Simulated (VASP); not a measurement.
# GaSb (rocksalt type) (Fm-3m) in VASP: a series of runs, part 2 of 2

VASP 6.6.1. Earlier steps stand in the parts before.

### Step 5. Single point, PBE (volume scaled by 0.72)

INCAR reads:

```
PREC = Accurate ; ENCUT = 520
EDIFF = 1E-6 ; ISMEAR = -1
SIGMA = 0.08 ; LREAL = F
LASPH = T ; NELM = 80
ALGO = Normal ; ISIF = 2
LWAVE = F ; LCHARG = F
GGA = PE ; NBANDS = 16
```

KPOINTS reads:

```
regular mesh
0
Gamma
  13 13 13
```

POSCAR reads:

```
GaSb
1.0
    0.0000000000      2.5985859812      2.5985859812
    2.5985859812      0.0000000000      2.5985859812
    2.5985859812      2.5985859812      0.0000000000
Ga Sb
1 1
Direct
    0.0000000000      0.0000000000      0.0000000000
    0.5000000000      0.5000000000      0.5000000000
```

Potentials or basis: VASP PAW PBE potentials, release 64 (Ga_d, Sb).

Started as:

```
cat potpaw_PBE.64/Ga_d/POTCAR potpaw_PBE.64/Sb/POTCAR > POTCAR
mpirun -np 1 vasp_std > vasp.out
```

OUTCAR:

```text
PREC = Accurate
   ENCUT = 520
   EDIFF = 1E-6
   ISMEAR = -1
   LREAL = F
   LASPH = T
   NELM = 80
   ISIF = 2
   GGA = PE

 ion  position               nearest neighbor table
   1  0.000  0.000  0.000-   2 2.60   2 2.60   2 2.60   2 2.60   2 2.60   2 2.60
   2  0.500  0.500  0.500-   1 2.60   1 2.60   1 2.60   1 2.60   1 2.60   1 2.60

  LATTYP: Found a face centered cubic cell.
 ALAT       =     5.1971719624

  Lattice vectors:

 A1 = (   0.0000000000,   2.5985859812,   2.5985859812)
 A2 = (   2.5985859812,   0.0000000000,   2.5985859812)
 A3 = (   2.5985859812,   2.5985859812,   0.0000000000)

Analysis of symmetry for initial positions (statically):
=====================================================================
 Subroutine PRICEL returns:
 Original cell was already a primitive cell.

 Routine SETGRP: Setting up the symmetry group for a
 face centered cubic supercell.

 Subroutine GETGRP returns: Found 48 space group operations
 (whereof 48 operations were pure point group operations)
[... 155 lines left out ...]
 Free energy of the ion-electron system (eV)
  ---------------------------------------------------
  ext. energy  EPLUGINS =         0.00000000
  ---------------------------------------------------
  free energy    TOTEN  =        -5.72549861 eV

  energy without entropy =       -5.70921942  energy(sigma->0) =       -5.71735902

 E-fermi :  10.7033     XC(G=0): -11.7253

 val. band max:       10.6127237804   @ k =   0.1538   0.0769   0.0000
 cond. band min:      10.7126779178   @ k =  -0.4615   0.2308   0.0000
 fundamental gap:      0.0999541375
 Fermi energy:        10.7032593546

 k-point     1 :       0.0000    0.0000    0.0000
  band No.  band energies     occupation
      1      -4.8257      2.00000
      2      -4.8257      2.00000
      3      -4.7933      2.00000
      4      -4.7933      2.00000
      5      -4.7933      2.00000
      6      -4.0365      2.00000
[... 433 lines left out ...]
      3      -4.8109      2.00000
      4      -4.7664      2.00000
      5      -4.7486      2.00000
      6      -0.8655      2.00000
[... 8 lines left out ...]
     15      23.8274      0.00000
     16      24.3478      0.00000

 [... further k-points ...]
[... 5 lines left out ...]
  --------------------------------------------------------------------------------------
  -------------------------------------------------------------------------------------
  Total        8.8122692      8.8122692      8.8122692      0.0000000     -0.0000000      0.0000000
  in kB      402.3065172    402.3065172    402.3065172      0.0000000     -0.0000000      0.0000000
  external PRESSURE =     402.3065172 kB  Pullay stress =       0.0000000 kB

 VOLUME and BASIS-vectors are now :
 -----------------------------------------------------------------------------
  energy-cutoff  :      520.00
  volume of cell :       35.09
      direct lattice vectors                 reciprocal lattice vectors
     0.000000000  2.598585981  2.598585981    -0.192412336  0.192412336  0.192412336
     2.598585981  0.000000000  2.598585981     0.192412336 -0.192412336  0.192412336
     2.598585981  2.598585981  0.000000000     0.192412336  0.192412336 -0.192412336

 POSITION                                       TOTAL-FORCE (eV/Angst)
 -----------------------------------------------------------------------------------
      0.00000      0.00000      0.00000         0.000000     -0.000000      0.000000
      2.59859      2.59859      2.59859        -0.000000      0.000000     -0.000000
 -----------------------------------------------------------------------------------
    total drift:                               -0.000000      0.000000      0.000000

  FREE ENERGIE OF THE ION-ELECTRON SYSTEM (eV)
  ---------------------------------------------------
  free  energy   TOTEN  =        -5.7254986095 eV

  energy  without entropy=       -5.7092194232  energy(sigma->0) =       -5.71735902
```

OSZICAR:

```text
N       E                     dE             d eps       ncg     rms          rms(c)
DAV:   1     0.823192101427E+02    0.82319E+02   -0.86359E+03  2768   0.164E+03
DAV:   2    -0.249040591993E+00   -0.82568E+02   -0.79348E+02  3064   0.312E+02
DAV:   3    -0.567659326344E+01   -0.54276E+01   -0.53892E+01  3296   0.622E+01
DAV:   4    -0.575231064103E+01   -0.75717E-01   -0.75697E-01  3304   0.788E+00
DAV:   5    -0.575393666429E+01   -0.16260E-02   -0.16260E-02  3352   0.107E+00    0.403E+00
DAV:   6    -0.573037043896E+01    0.23566E-01   -0.50312E-02  3576   0.522E+00    0.240E+00
DAV:   7    -0.572582621185E+01    0.45442E-02   -0.10761E-02  4144   0.164E+00    0.473E-01
DAV:   8    -0.572550027947E+01    0.32593E-03   -0.20547E-03  3392   0.800E-01    0.489E-02
DAV:   9    -0.572549831287E+01    0.19666E-05   -0.14059E-04  3560   0.149E-01    0.170E-02
DAV:  10    -0.572549688377E+01    0.14291E-05   -0.10302E-05  3488   0.309E-02    0.649E-03
DAV:  11    -0.572549881694E+01   -0.19332E-05   -0.53907E-07  2480   0.646E-03    0.148E-03
DAV:  12    -0.572549860950E+01    0.20744E-06   -0.13852E-07  1768   0.365E-03
   1 F= -.57254986E+01 E0= -.57173590E+01  d E =-.162792E-01
```

Run time: 68 s. Hardware: 1 thread of AMD EPYC 7R13, shared host; peak memory 0.16 GiB.

Results:

```yaml
Free_energy: -5.7255 eV
Pressure: 40.2 GPa
Band_gap_on_the_k_mesh: zero (band 9 reaches 11.94 eV, above the bottom of band 10 at 7.11 eV)
```

Caveat: spin-orbit coupling is left out, which moves the levels of the heavy elements.

### Step 6. Single point, PBE (volume scaled by 0.8)

INCAR reads:

```
SYSTEM = GaSb
ALGO = Normal
EDIFF = 1E-7
ENCUT = 520
GGA = PE
ISIF = 2
ISMEAR = -1
LASPH = .True.
LCHARG = .False.
LREAL = .False.
LWAVE = .False.
NBANDS = 16
NELM = 100
PREC = Accurate
SIGMA = 0.08
```

KPOINTS reads:

```
k-points
0
Gamma
  13 13 13
  0 0 0
```

POSCAR reads:

```
GaSb
1.0
    0.0000000000      2.6914702768      2.6914702768
    2.6914702768      0.0000000000      2.6914702768
    2.6914702768      2.6914702768      0.0000000000
Ga Sb
1 1
Direct
    0.0000000000      0.0000000000      0.0000000000
    0.5000000000      0.5000000000      0.5000000000
```

Potentials or basis: VASP PAW PBE potentials, release 64 (Ga_d, Sb).

Started as:

```
cat potpaw_PBE.64/Ga_d/POTCAR potpaw_PBE.64/Sb/POTCAR > POTCAR
mpirun -np 1 vasp_std > vasp.out
```

Wall time 79 s (1 thread of AMD EPYC 7R13, shared host); peak memory 0.17 GiB.

It converged, with:

- Free energy: -6.4540 eV
- Pressure: 21.2 GPa
- Band gap on the k mesh: zero (band 9 reaches 10.22 eV, above the bottom of band 10 at 5.99 eV)

Levels at points of the mesh, in eV from the Fermi level:
| k point | band 7 | band 8 | band 9 | band 10 | band 11 | band 12 |
| --- | --- | --- | --- | --- | --- | --- |
| (0.00, 0.00, 0.00) | 0.11 | 0.11 | 0.11 | 1.84 | 6.33 | 6.33 |

Caveat: spin-orbit coupling is left out, which moves the levels of the heavy elements.

### Step 7. Overview

```csv
cell,gap on the mesh (eV),pressure (GPa)
"a = 3.359 Å, angles 60.0°, 2 atoms",none,136.8
"a = 3.533 Å, angles 60.0°, 2 atoms",none,72.0
"a = 3.675 Å, angles 60.0°, 2 atoms",none,40.2
"a = 3.806 Å, angles 60.0°, 2 atoms",none,21.2
```

Alike in all rows: task single point; level PBE; potentials or basis VASP PAW PBE potentials, release 64 (Ga_d, Sb); no spin polarisation; k mesh 13 × 13 × 13; cutoff (eV) 520; smearing fermi-dirac 0.08 eV.

Caveats: spin-orbit coupling is left out, which moves the levels of the heavy elements.

Total energies depend on the potentials used, so only differences within one code and one set of settings carry meaning.
